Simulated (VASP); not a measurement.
Input of a VASP 6.6.1 run:

Contents of INCAR:

```
SYSTEM = Li4TaO
PREC = Accurate
ENCUT = 880
EDIFF = 1E-6
ISMEAR = 0
SIGMA = 0.1
LREAL = .FALSE.
LASPH = .TRUE.
NELM = 120
ALGO = Normal
ISIF = 2
LWAVE = .FALSE.
LCHARG = .TRUE.
GGA = PE
LELF = .TRUE.
LVHAR = .TRUE.
NBANDS = 24
GGA_COMPAT = .FALSE.
```

The input KPOINTS:

```
Automatic mesh
0
G
  12 12 12
  0 0 0
```

POSCAR

```
Li4TaO
1.0
   -3.6896457500      3.6896457500      1.9423459054
    3.6896457500     -3.6896457500      1.9423459054
    3.6896457500      3.6896457500     -1.9423459054
Li Ta O
4 1 1
Direct
    0.9006663708      0.4006663708      0.8013327416
    0.5993336292      0.0993336292      0.1986672584
    0.0993336292      0.9006663708      0.5000000000
    0.4006663708      0.5993336292      0.5000000000
    0.5000000000      0.5000000000      0.0000000000
    0.0000000000      0.0000000000      0.0000000000
```

Potentials or basis: VASP PAW PBE potentials, release 64 (Li_sv, Ta_sv_GW, O).

Launch:

```console
$ cat potpaw_PBE.64/Li_sv/POTCAR potpaw_PBE.64/Ta_sv_GW/POTCAR potpaw_PBE.64/O/POTCAR > POTCAR
$ mpirun -np 1 vasp_std > vasp.out
```

**Question.** Predict the band gap on the k mesh.

**Answer.** Zero (an odd number of electrons rules out a gap without spin polarisation).

**Question.** Estimate the pressure.

**Answer.** 0.0 GPa.

Stress tensor (GPa, compression positive):
```
-0.02  0.00  0.00
 0.00 -0.02  0.00
 0.00  0.00  0.15
```

Caveat: spin-orbit coupling is left out, which moves the levels of the heavy elements.
